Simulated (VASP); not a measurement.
# Ni2Pt (P6_3/mmc) in VASP: a series of runs

Runs on Ni2Pt. Level: PBE. Tasks: single point, relaxation of cell and atoms.

All numbers are computed with VASP 6.6.1; they aren't measurements. Logs are shortened: lines on timing, memory, paths and dates and some standing lists are left out, and cuts for length are marked.

**1. The cell of the first run**

It takes space group P6_3/mmc (No. 194, hexagonal). Conventional cell: a = 2.579 Å, b = 2.579 Å, c = 12.566 Å, α = 90.00°, β = 90.00°, γ = 120.00°. Ni (site symmetry 3m) has 9 Ni at 2.57 to 2.58 Å and 3 Pt at 2.57 Å within 3.4 Å. Pt (site symmetry -6m2) has 6 Ni at 2.57 Å and 6 Pt at 2.58 Å within 3.4 Å.

**2. Single point, PBE, collinear spin, ferrimagnetic start**

File INCAR:

```
PREC = Accurate
ENCUT = 520
EDIFF = 1E-6
ISMEAR = 0
SIGMA = 0.1
LREAL = False
LASPH = True
NELM = 150
ALGO = Normal
ISIF = 2
LWAVE = False
LCHARG = False
ISPIN = 2
MAGMOM = -2 2 -2 -2 0 0
LORBIT = 11
LMAXMIX = 4
GGA = PE
NBANDS = 43
```

File KPOINTS:

```
Automatic mesh
0
Gamma
  6 6 2
```

File POSCAR:

```
Ni2Pt
1.0
    2.5791919600      0.0000000000      0.0000000000
   -1.2895959800      2.2336457600      0.0000000000
    0.0000000000      0.0000000000     12.5662616900
Ni Pt
4 2
Direct
    0.3333333300      0.6666666700      0.9166666700
    0.3333333300      0.6666666700      0.5833333300
    0.6666666700      0.3333333300      0.0833333300
    0.6666666700      0.3333333300      0.4166666700
    0.3333333300      0.6666666700      0.2500000000
    0.6666666700      0.3333333300      0.7500000000
```

Potentials or basis: VASP PAW PBE potentials, release 64 (Ni, Pt).

Started as:

```sh
> cat potpaw_PBE.64/Ni/POTCAR potpaw_PBE.64/Pt/POTCAR > POTCAR
> mpirun -np 1 vasp_std > vasp.out
```

OUTCAR:

```text
PREC = Accurate
   ENCUT = 520
   EDIFF = 1E-6
   ISMEAR = 0
   LREAL = False
   LASPH = True
   NELM = 150
   ISIF = 2
   ISPIN = 2
   LORBIT = 11
   GGA = PE

 ion  position               nearest neighbor table
   1  0.333  0.667  0.917-   3 2.57   3 2.57   3 2.57   6 2.57   6 2.57   6 2.57
   2  0.333  0.667  0.583-   4 2.57   4 2.57   4 2.57   6 2.57   6 2.57   6 2.57
   3  0.667  0.333  0.083-   1 2.57   1 2.57   1 2.57   5 2.57   5 2.57   5 2.57
   4  0.667  0.333  0.417-   2 2.57   2 2.57   2 2.57   5 2.57   5 2.57   5 2.57
   5  0.333  0.667  0.250-   3 2.57   4 2.57   3 2.57   4 2.57   3 2.57   4 2.57
   6  0.667  0.333  0.750-   1 2.57   2 2.57   1 2.57   2 2.57   1 2.57   2 2.57

  LATTYP: Found a hexagonal cell.
 ALAT       =     2.5791919600
 C/A-ratio  =     4.8721699993

  Lattice vectors:

 A1 = (   2.5791919600,   0.0000000000,   0.0000000000)
 A2 = (  -1.2895959800,   2.2336457600,   0.0000000000)
 A3 = (   0.0000000000,   0.0000000000,  12.5662616900)

Analysis of symmetry for initial positions (statically):
=====================================================================
 Subroutine PRICEL returns:
 Original cell was already a primitive cell.

 Routine SETGRP: Setting up the symmetry group for a
 hexagonal supercell.

 Subroutine GETGRP returns: Found 24 space group operations
 (whereof 12 operations were pure point group operations)
 out of a pool of 24 trial point group operations.

The static configuration has the point symmetry D_3d.
 The point group associated with its full space group is D_6h.

Analysis of symmetry for dynamics (positions and initial velocities):
=====================================================================
 Subroutine PRICEL returns:
 Original cell was already a primitive cell.

 Routine SETGRP: Setting up the symmetry group for a
 hexagonal supercell.

 Subroutine GETGRP returns: Found 24 space group operations
 (whereof 12 operations were pure point group operations)
 out of a pool of 24 trial point group operations.

The dynamic configuration has the point symmetry D_3d.
 The point group associated with its full space group is D_6h.

Analysis of structural, dynamic, and magnetic symmetry:
=====================================================================
 Subroutine PRICEL returns:
 Original cell was already a primitive cell.

 Routine SETGRP: Setting up the symmetry group for a
 hexagonal supercell.

 Subroutine GETGRP returns: Found  6 space group operations
 (whereof  6 operations were pure point group operations)
 out of a pool of 24 trial point group operations.

The overall configuration has the point symmetry C_3v.

 Subroutine INISYM returns: Found  6 space group operations
 (whereof  6 operations are pure point group operations),
 and found     1 'primitive' translations

----------------------------------------------------------------------------------------

                                     Primitive cell

  volume of cell :      72.3942

  direct lattice vectors                    reciprocal lattice vectors
     2.579191960  0.000000000  0.000000000     0.387718330  0.223849282  0.000000000
    -1.289595980  2.233645760  0.000000000     0.000000000  0.447698564  0.000000000
     0.000000000  0.000000000 12.566261690     0.000000000  0.000000000  0.079578161

  length of vectors
     2.579191960  2.579191961 12.566261690     0.447698565  0.447698564  0.079578161

  position of ions in fractional coordinates (direct lattice)
     0.333333330  0.666666670  0.916666670
     0.333333330  0.666666670  0.583333330
     0.666666670  0.333333330  0.083333330
     0.666666670  0.333333330  0.416666670
     0.333333330  0.666666670  0.250000000
     0.666666670  0.333333330  0.750000000

  ion indices of the primitive-cell ions
   primitive index   ion index
                 1           1
                 2           2
                 3           3
                 4           4
                 5           5
                 6           6

----------------------------------------------------------------------------------------

 KPOINTS: Automatic mesh

Automatic generation of k-mesh.
 Grid dimensions read from file:
 generate k-points for:    6    6    2

 Generating k-lattice:

  Cartesian coordinates                     Fractional coordinates (reciprocal lattice)
     0.064619722  0.037308214  0.000000000     0.166666667  0.000000000  0.000000000
     0.000000000  0.074616427  0.000000000     0.000000000  0.166666667  0.000000000
     0.000000000  0.000000000  0.039789081     0.000000000  0.000000000  0.500000000

  Length of vectors
     0.074616427  0.074616427  0.039789081

  Shift w.r.t. Gamma in fractional coordinates (k-lattice)
     0.000000000  0.000000000  0.000000000

 Subroutine IBZKPT returns following result:
 ===========================================

 Found     14 irreducible k-points:

 Following reciprocal coordinates:
            Coordinates               Weight
  0.000000  0.000000  0.000000      1.000000
  0.166667  0.000000  0.000000      6.000000
  0.333333  0.000000  0.000000      6.000000
  0.500000  0.000000  0.000000      3.000000
  0.166667  0.166667  0.000000      6.000000
  0.333333  0.166667  0.000000     12.000000
  0.333333  0.333333  0.000000      2.000000
  0.000000  0.000000  0.500000      1.000000
  0.166667  0.000000  0.500000      6.000000
  0.333333  0.000000  0.500000      6.000000
  0.500000  0.000000  0.500000      3.000000
  0.166667  0.166667  0.500000      6.000000
  0.333333  0.166667  0.500000     12.000000
  0.333333  0.333333  0.500000      2.000000
   k-points           NKPTS =     14   k-points in BZ     NKDIM =     14   number of bands    NBANDS=     43
   number of dos      NEDOS =    301   number of ions     NIONS =      6
   total plane-waves  NPLWV =  38400
   dimension x,y,z NGX =    20 NGY =   20 NGZ =   96
   dimension x,y,z NGXF=    40 NGYF=   40 NGZF=  192
   ions per type =               4   2
   NGX,Y,Z   is equivalent  to a cutoff of  12.89, 12.89, 12.70 a.u.
   NGXF,Y,Z  is equivalent  to a cutoff of  25.78, 25.78, 25.40 a.u.
 SYSTEM =  unknown system
   PREC   = accura    normal or accurate (medium, high low for compatibility)
   ISTART =      0    job   : 0-new  1-cont  2-samecut
   ICHARG =      2    charge: 1-file 2-atom 10-const
   ISPIN  =      2    spin polarized calculation?
   LNONCOLLINEAR =      F non collinear calculations
   LSORBIT =      F    spin-orbit coupling
   LASPH  =      T    aspherical Exc in radial PAW
   ENCUT  =  520.0 eV  38.22 Ry    6.18 a.u.   4.80  4.80 23.36*2*pi/ulx,y,z
   NELM   =    150;   NELMIN=  2; NELMDL= -5     # of ELM steps
   EDIFF  = 0.1E-05   stopping-criterion for ELM
   LREAL  =      F    real-space projection
   EDIFFG = 0.1E-04   stopping-criterion for IOM
   NSW    =      0    number of steps for IOM
   IBRION =     -1    ionic relax: 0-MD 1-quasi-New 2-CG
   NFREE  =      0    steps in history (QN), initial steepest desc. (CG)
   ISIF   =      2    stress and relaxation
   ISYM   =      2    0-nonsym 1-usesym 2-fastsym
   POTIM  = 0.5000    time-step for ionic-motion
   TEBEG  =    0.0;   TEEND  =   0.0 temperature during run
   PSTRESS=    0.0 pullay stress
   NELECT =      60.0000    total number of electrons
   NUPDOWN=      -1.0000    fix difference up-down
   EMIN   =  10.00;   EMAX   =-10.00  energy-range for DOS
   EFERMI =   0.00;   METHOD = LEGACY
   ISMEAR =     0;   SIGMA  =   0.10  broadening in eV -4-tet -1-fermi 0-gaus
   EFERMI_NEDOS =   21; number of points for ismear=-14 and -15
   IALGO  =     38    algorithm
   IMIX   =      4    mixing-type and parameters
     AMIX     =   0.40;   BMIX     =  1.00
     AMIX_MAG =   1.60;   BMIX_MAG =  1.00
  volume/ion in A,a.u.               =      12.07        81.42
  Fermi-wavevector in a.u.,A,eV,Ry     =   1.537767  2.905958 32.174072  2.364728
  Thomas-Fermi vector in A             =   2.644230
   LORBIT       =     11    0 simple, 1 ext, 2 COOP (PROOUT), +10 PAW based schemes
   GGA     = PE    functional components
   LHFCALC =     F    Hartree Fock is set to
   AEXX    =    0.0000 exact exchange contribution
   IVDW    =     0    specifies the selected vdW correction
   LEPSILON=     F    determine dielectric tensor
   LRPA    =     F    only Hartree local field effects (RPA)
 spin polarized calculation
 Gauss-broadening in eV      SIGMA  =   0.10
  energy-cutoff  :      520.00
  volume of cell :       72.39
 maximum number of plane-waves:      1967
 NGX is ok and might be reduce to    20
   NGX =  9   NGY =  9   NGZ = 47

 number of electron      59.9999995 magnetization      -0.9880382

 Free energy of the ion-electron system (eV)
  ---------------------------------------------------
  ext. energy  EPLUGINS =         0.00000000
  ---------------------------------------------------
  free energy    TOTEN  =       -33.36899141 eV

  energy without entropy =      -33.29522376  energy(sigma->0) =      -33.33210758

 E-fermi :  10.5090     XC(G=0): -13.4211

 val. band max:       10.5082250193   @ k =   0.3333   0.1667   0.0000
 cond. band min:      10.5103444447   @ k =   0.5000   0.0000   0.5000
 fundamental gap:      0.0021194254
 Fermi energy:        10.5089924486

 spin component 1

 k-point     1 :       0.0000    0.0000    0.0000
  band No.  band energies     occupation
      1       0.2004      1.00000
      2       0.4590      1.00000
      3       2.9366      1.00000
      4       3.0707      1.00000
      5       4.0362      1.00000
      6       5.2245      1.00000
[... 34 lines left out ...]
     41      26.3029      0.00000
     42      26.5704      0.00000

 k-point     2 :       0.1667    0.0000    0.0000
  band No.  band energies     occupation
      1       1.3225      1.00000
      2       1.6172      1.00000
      3       3.5955      1.00000
      4       3.8677      1.00000
      5       4.5658      1.00000
      6       5.3458      1.00000
[... 529 lines left out ...]
     41      20.8594      0.00000
     42      20.8781      0.00000

 k-point    14 :       0.3333    0.3333    0.5000
  band No.  band energies     occupation
      1       5.0941      1.00000
      2       5.1025      1.00000
      3       5.2465      1.00000
      4       5.2515      1.00000
      5       5.5112      1.00000
      6       5.5180      1.00000
[... 34 lines left out ...]
     41      18.6297      0.00000
     42      18.6307      0.00000
 Fermi energy:        10.5089924486

 spin component 2

 k-point     1 :       0.0000    0.0000    0.0000
  band No.  band energies     occupation
      1       0.1942      1.00000
      2       0.4511      1.00000
      3       2.9405      1.00000
      4       3.0452      1.00000
      5       3.9883      1.00000
      6       5.2071      1.00000
[... 34 lines left out ...]
     41      26.3022      0.00000
     42      26.5592      0.00000

 k-point     2 :       0.1667    0.0000    0.0000
  band No.  band energies     occupation
      1       1.3166      1.00000
      2       1.6087      1.00000
      3       3.5955      1.00000
      4       3.8340      1.00000
      5       4.5114      1.00000
      6       5.3229      1.00000
[... 529 lines left out ...]
     41      20.7923      0.00000
     42      20.8754      0.00000

 k-point    14 :       0.3333    0.3333    0.5000
  band No.  band energies     occupation
      1       4.9821      1.00000
      2       5.0549      1.00000
      3       5.1399      1.00000
      4       5.2113      1.00000
      5       5.4554      1.00000
      6       5.5062      1.00000
[... 34 lines left out ...]
     41      18.5560      0.00000
     42      18.5762      0.00000
 [bands above 42 left out]

------------------------ aborting loop because EDIFF is reached ----------------------------------------

  FORCE on cell =-STRESS in cart. coord.  units (eV):
  Direction    XX          YY          ZZ          XY          YZ          ZX
  --------------------------------------------------------------------------------------
  -------------------------------------------------------------------------------------
  Total        9.7916938      9.7916938      5.6828673      0.0000000      0.0000000      0.0000000
  in kB      216.7027101    216.7027104    125.7691242      0.0000000      0.0000000      0.0000000
  external PRESSURE =     186.3915149 kB  Pullay stress =       0.0000000 kB

 VOLUME and BASIS-vectors are now :
 -----------------------------------------------------------------------------
  energy-cutoff  :      520.00
  volume of cell :       72.39
      direct lattice vectors                 reciprocal lattice vectors
     2.579191960  0.000000000  0.000000000     0.387718330  0.223849282  0.000000000
    -1.289595980  2.233645760  0.000000000     0.000000000  0.447698564  0.000000000
     0.000000000  0.000000000 12.566261690     0.000000000  0.000000000  0.079578161

 POSITION                                       TOTAL-FORCE (eV/Angst)
 -----------------------------------------------------------------------------------
     -0.00000      1.48910     11.51907         0.000000      0.000000      1.356833
     -0.00000      1.48910      7.33032         0.000000      0.000000     -1.375739
      1.28960      0.74455      1.04719         0.000000      0.000000     -1.299822
      1.28960      0.74455      5.23594         0.000000     -0.000000      1.337173
     -0.00000      1.48910      3.14157        -0.000000     -0.000000     -0.046894
      1.28960      0.74455      9.42470        -0.000000     -0.000000      0.028449
 -----------------------------------------------------------------------------------
    total drift:                               -0.000000     -0.000000      0.000086

  FREE ENERGIE OF THE ION-ELECTRON SYSTEM (eV)
  ---------------------------------------------------
  free  energy   TOTEN  =       -33.3689914134 eV

  energy  without entropy=      -33.2952237565  energy(sigma->0) =      -33.33210758

 total charge

# of ion       s       p       d       tot
------------------------------------------
    1        0.456   0.457   8.325   9.238
    2        0.455   0.455   8.331   9.241
    3        0.457   0.459   8.320   9.235
    4        0.454   0.453   8.341   9.248
    5        0.770   0.816   8.154   9.740
    6        0.770   0.815   8.161   9.745
--------------------------------------------------
tot          3.361   3.455  49.632  56.447

 magnetization (x)

# of ion       s       p       d       tot
------------------------------------------
    1        0.003   0.013  -0.633  -0.616
    2       -0.001  -0.005   0.463   0.457
    3        0.004   0.014  -0.709  -0.691
    4       -0.000  -0.002   0.048   0.046
    5        0.000   0.008  -0.159  -0.150
    6        0.001   0.002  -0.050  -0.047
--------------------------------------------------
tot          0.007   0.031  -1.039  -1.002
```

Run time: 2.3 min. Hardware: 1 thread of AMD EPYC 9R45 (Zen 5), shared host; peak memory 0.23 GiB.

Results:

| Item | Value |
| --- | --- |
| Free energy | -33.3690 eV |
| Pressure | 18.6 GPa |
| Largest force | 1.376 eV/Å |
| Net moment | -0.99 μB per cell |
| Site moments | Ni -0.62, +0.46, -0.69, +0.05; Pt -0.15, -0.05 μB |
| Valence electrons inside the program's atomic spheres | Ni 9.24, 9.23, 9.25 (each value once); Pt 9.74 |

Forces in eV/Å, atoms in the order of the input:
```
Ni   0.000  0.000  1.357
Ni   0.000  0.000 -1.376
Ni   0.000  0.000 -1.300
Ni   0.000  0.000  1.337
Pt   0.000  0.000 -0.047
Pt   0.000  0.000  0.028
```

Caveat: the k points lie up to 0.47 Å⁻¹ apart; spin-orbit coupling is left out, which moves the levels of the heavy elements; forces of over 1 eV/Å act on the atoms, so gaps and moduli don't describe the material at rest.

(Part 1 of 3 ends here.)
